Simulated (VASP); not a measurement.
Ru:

```
Ru
1.0
     2.70000    0.00000    0.00000
    -1.35000    2.33827    0.00000
     0.00000    0.00000    4.27680
Ru
2
Direct
  0.33333 0.66667 0.75000
  0.66667 0.33333 0.25000
```

| Property | Result |
| --- | --- |
| Program | VASP 6.6.1 |
| Task | relaxation of cell and atoms |
| Functional | PBE |
| Potentials or basis | VASP PAW PBE potentials, release 64 (Ru_pv) |
| Cutoff | 600 eV |
| k mesh | 8 × 8 × 6 |
| Occupations | gaussian, width 0.05 eV |
| Spin | no spin polarisation |

At the start: pressure 6.0 GPa; volume 13.50 Å³/atom.

**Question.** How do energy, volume and symmetry change on relaxing?

**Answer.** Over 6 steps the energy falls by 4.6 meV/atom and the volume is 13.75 Å³/atom (+1.8 %); space group P6_3/mmc (No. 194, to 0.05 Å).

Step by step:
| step | energy change (eV) | largest force (eV/Å) | pressure (GPa) | volume (Å³) |
| --- | --- | --- | --- | --- |
| 1 | 0.0000 | 0.0000 | 5.99 | 27.00 |
| 2 | 0.0648 | 0.0000 | -14.79 | 29.02 |
| 3 | -0.0092 | 0.0000 | -0.11 | 27.51 |
| 4 | -0.0092 | 0.0000 | -0.02 | 27.50 |
| 5 | -0.0092 | 0.0000 | 0.03 | 27.50 |
| 6 | -0.0092 | 0.0000 | -0.01 | 27.50 |

Final structure:
```
Ru
1.0
     2.71880    0.00000    0.00000
    -1.35940    2.35455    0.00000
     0.00000    0.00000    4.29577
Ru
2
Cartesian
  0.0000 1.5697 3.2218
  1.3594 0.7848 1.0739
```
